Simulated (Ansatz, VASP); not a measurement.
Ge: VASP beside Ansatz

```
CELL_PARAMETERS angstrom
-0.04677 0.01017 -2.71161
2.82544 0.00911 0.04902
-0.01655 -5.17467 0.01936
ATOMIC_POSITIONS crystal
Ge 0.97824 0.50021 0.00822
Ge 0.02176 0.99979 0.49178
```

Change from the starting cell: all atoms moved at random, sigma 0.1 Å a component, cell strained at random, sigma 0.01.

Alike in both runs: task single point; functional PBE; k mesh 12 × 12 × 8; occupations gaussian, width 0.15 eV; no spin polarisation.

|  | VASP | Ansatz |
| --- | --- | --- |
| version | VASP 6.6.1 | Ansatz 0.2.0 |
| potentials or method | VASP PAW PBE potentials, release 64 (Ge_d), cutoff 520 eV | scalar-relativistic, plane waves, PAW |
| valence electrons in the cell | 28 | 28 |

```csv
,VASP,Ansatz,Ansatz less VASP
gap on the k mesh at the Fermi level (eV),none,none,-
pressure (GPa),-1.2,-1.0,+0.16
"traceless stress, the component that is largest in VASP (GPa)",-2.01,-2.01,+0.001
rms of the force components (eV/Å),0.090,0.090,-0.0006
```

Atom by atom the forces differ by 0.001 eV/Å (rms over components). A gap of «none» marks a metal or a gap that the smearing closes. The functional is the same, so the differences come from potentials, cutoffs and numerics.
